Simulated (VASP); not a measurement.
Input of a VASP 6.6.1 run:

File INCAR:

```
SYSTEM = PrH2Ir
PREC = Accurate
ENCUT = 520
EDIFF = 1E-6
ISMEAR = 0
SIGMA = 0.1
LREAL = .False.
LASPH = .True.
NELM = 150
ALGO = Normal
ISIF = 2
LWAVE = .False.
LCHARG = .False.
ISPIN = 2
MAGMOM = 0 0 0 1
LORBIT = 11
LMAXMIX = 6
GGA = PE
NBANDS = 24
```

Contents of KPOINTS:

```
Automatic mesh
0
Gamma
  6 6 4
  0 0 0
```

POSCAR

```
PrH2Ir
1.0
    3.7940111530      0.0000000000      0.0000000000
   -1.8970055765      3.2857100407      0.0000000000
    0.0000000000      0.0000000000      5.6895941080
Pr H Ir
1 2 1
Direct
    0.0000000000      0.0000000000      0.5000000000
    0.3333333333      0.6666666667      0.5000000000
    0.6666666667      0.3333333333      0.5000000000
    0.0000000000      0.0000000000      0.0000000000
```

Potentials or basis: VASP PAW PBE potentials, release 64 (Pr, H, Ir).

The run is started by

```bash
$ cat potpaw_PBE.64/Pr/POTCAR potpaw_PBE.64/H/POTCAR potpaw_PBE.64/Ir/POTCAR > POTCAR
$ mpirun -np 1 vasp_std > vasp.out
```

(1) What does it give for the pressure?

(2) What does it give for the site moments?

Answers

(1) -8.6 GPa.

(2) Pr +0.38; H -0.01; Ir -0.46 μB.

Caveat: the magnetic or orbital state may not be the lowest; the cell stands under tension.
